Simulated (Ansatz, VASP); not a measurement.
## ZnSe in VASP and in Ansatz

The input INCAR:

```
PREC = Accurate ; ENCUT = 500
EDIFF = 1E-6 ; ISMEAR = 0
SIGMA = 0.05 ; LREAL = False
LASPH = True ; NELM = 120
ALGO = Normal ; ISIF = 2
LWAVE = False ; LCHARG = False
GGA = PE ; NBANDS = 16
GGA_COMPAT = False
```

The input KPOINTS:

```
regular mesh
0
Gamma
  6 6 6
```

The input POSCAR:

```
ZnSe
1.0
    0.0000000000      2.8471276398      2.8471276398
    2.8471276398      0.0000000000      2.8471276398
    2.8471276398      2.8471276398      0.0000000000
Zn Se
1 1
Direct
    0.0000000000      0.0000000000      0.0000000000
    0.2500000000      0.2500000000      0.2500000000
```

Input for Ansatz:

```yaml
crystal:
  lattice:
    - [0.0, 2.8471276398, 2.8471276398]
    - [2.8471276398, 0.0, 2.8471276398]
    - [2.8471276398, 2.8471276398, 0.0]
  atoms:
    - { symbol: Zn, position: [0.0, 0.0, 0.0] }
    - { symbol: Se, position: [0.25, 0.25, 0.25] }
basis:
  ecutwfc: 420
  ecutrho_ratio: 4
kpoints:
  mp_grid: { grid: [6, 6, 6] }
hamiltonian:
  xc: pbe
scf:
  occupations: { method: gaussian, width: 0.05 }
output:
  forces: true
  stress: true
  eigenvalues: true
```

Alike in both runs: task single point; functional PBE; k mesh 6 × 6 × 6; occupations gaussian, width 0.05 eV; no spin polarisation.

|  | VASP | Ansatz |
| --- | --- | --- |
| version | VASP 6.6.1 | Ansatz 0.2.0 |
| potentials or method | VASP PAW PBE potentials, release 64 (Zn, Se), cutoff 500 eV | scalar-relativistic, plane waves, PAW |
| valence electrons in the cell | 18 | 28 |

|  | VASP | Ansatz | Ansatz less VASP |
| --- | --- | --- | --- |
| gap on the k mesh at the Fermi level (eV) | 1.23 | 1.23 | -0.002 |
| least direct gap on the mesh (eV) | 1.23 | 1.23 | -0.002 |
| pressure (GPa) | 1.4 | 1.2 | -0.22 |

With one functional, cell and mesh, what is left measures potentials, basis and numerics. VASP's potentials hold 18 valence electrons a cell and Ansatz's 28, so a difference there can come from the potentials and not from the codes.
